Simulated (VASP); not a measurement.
MnC2: single point with PBE

Crystal: MnC2.

```
Mn C
1.0
     1.50307   -2.60358    0.00000
     4.50922    2.60358    0.00000
     0.00000    0.00000   11.71352
Mn C
4 8
Direct
  0.87521 0.04160 0.75000
  0.37521 0.54160 0.75000
  0.62479 0.45840 0.25000
  0.12479 0.95840 0.25000
  0.62480 0.12507 0.18303
  0.12480 0.62507 0.18303
  0.62480 0.12507 0.31697
  0.12480 0.62507 0.31697
  0.87520 0.37493 0.81697
  0.37520 0.87493 0.81697
  0.87520 0.37493 0.68303
  0.37520 0.87493 0.68303
```

```json
{
 "Program": "VASP 6.6.1",
 "Task": "single point",
 "Functional": "PBE",
 "Potentials or basis": "VASP PAW PBE potentials, release 64 (Mn_sv, C)",
 "Cutoff": "700 eV",
 "k mesh": "8 × 4 × 2",
 "Occupations": "gaussian, width 0.2 eV",
 "Spin": "no spin polarisation"
}
```

```
Pressure               : -0.3 GPa
Largest force          : 0.152 eV/Å
Band gap on the k mesh : zero (bands 46 and 47 overlap by 1.79 eV)
```

Forces in eV/Å, atoms in the order of the input:
```
Mn   0.066  0.038  0.000
Mn   0.066  0.038  0.000
Mn  -0.066 -0.038  0.000
Mn  -0.066 -0.038  0.000
C    0.033  0.019 -0.148
C    0.033  0.019 -0.148
C    0.033  0.019  0.148
C    0.033  0.019  0.148
C   -0.033 -0.019  0.148
C   -0.033 -0.019  0.148
C   -0.033 -0.019 -0.148
C   -0.033 -0.019 -0.148
```

Stress tensor (GPa, compression positive):
```
-0.59  0.10  0.00
 0.10 -0.71  0.00
 0.00  0.00  0.50
```

Levels at points of the mesh, in eV from the Fermi level:
| k point | band 43 | band 44 | band 45 | band 46 | band 47 | band 48 | band 49 | band 50 |
| --- | --- | --- | --- | --- | --- | --- | --- | --- |
| (0.00, 0.00, 0.00) | -1.44 | -1.37 | -0.20 | -0.20 | 0.49 | 0.55 | 0.99 | 0.99 |
| (0.50, 0.00, 0.00) | -0.78 | -0.78 | -0.26 | -0.26 | -0.18 | -0.18 | 0.17 | 0.17 |
| (0.00, 0.50, 0.00) | -1.50 | -1.50 | 1.29 | 1.29 | 1.35 | 1.35 | 2.28 | 2.28 |
| (0.50, 0.50, 0.00) | -1.39 | -1.36 | -0.21 | -0.20 | -0.20 | -0.20 | 0.49 | 0.51 |
| (0.00, 0.00, 0.50) | -1.40 | -1.40 | -0.20 | -0.20 | 0.52 | 0.52 | 0.99 | 0.99 |
| (0.50, 0.00, 0.50) | -0.78 | -0.78 | -0.22 | -0.22 | -0.22 | -0.22 | 0.17 | 0.17 |
| (0.00, 0.50, 0.50) | -1.52 | -1.52 | 1.32 | 1.32 | 1.32 | 1.32 | 2.28 | 2.28 |
| (0.50, 0.50, 0.50) | -1.40 | -1.40 | -0.20 | -0.20 | -0.20 | -0.20 | 0.52 | 0.52 |

Wall time 16 min on 1 thread of Intel(R) Xeon(R) Platinum 8488C (Sapphire Rapids), with other jobs on the host, peak memory 0.65 GiB.

Caveat: the run has no spin polarisation, though such a crystal can be magnetic. Spin polarisation is off, so any magnetic state and its effect on volume and gap are missing.
